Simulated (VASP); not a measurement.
Input of a VASP 6.6.1 run:

The input INCAR:

```
PREC = Accurate
ENCUT = 600
EDIFF = 1E-6
ISMEAR = 0
SIGMA = 0.1
LREAL = F
LASPH = T
NELM = 80
ALGO = Normal
ISIF = 3
LWAVE = F
LCHARG = F
GGA = PE
IBRION = 2
NSW = 100
EDIFFG = -0.01
```

KPOINTS

```
Automatic mesh
0
Gamma
  14 14 4
```

POSCAR

```
Li3Ta2O
1.0
    2.7779050767      0.0000000000      0.0000000000
    0.0000000000      2.7779050767      0.0000000000
    0.0000000000      0.0000000000     10.8300026822
Li Ta O
3 2 1
Direct
    0.5000000000      0.5000000000      0.0000000000
    0.0000000000      0.5000000000      0.3986790288
    0.5000000000      0.0000000000      0.6013209712
    0.0000000000      0.5000000000      0.8074038259
    0.5000000000      0.0000000000      0.1925961741
    0.0000000000      0.0000000000      0.0000000000
```

Potentials or basis: VASP PAW PBE potentials, release 64 (Li_sv, Ta_pv, O).

The run is started by

```sh
$ cat potpaw_PBE.64/Li_sv/POTCAR potpaw_PBE.64/Ta_pv/POTCAR potpaw_PBE.64/O/POTCAR > POTCAR
$ mpirun -np 1 vasp_std > vasp.out
```

Q: Predict the relaxed volume.

A: 13.86 Å³/atom.

Q: What does it give for the band gap on the k mesh?

A: Zero (an odd number of electrons rules out a gap without spin polarisation).

Stress tensor (GPa, compression positive):
```
-0.06  0.00  0.00
 0.00 -0.06  0.00
 0.00  0.00  0.06
```

Caveat: the cutoff is under 1.25 times the usual one of these potentials, so pressure, stress and relaxed cells hold a basis-set (Pulay) error; spin-orbit coupling is left out, which moves the levels of the heavy elements.
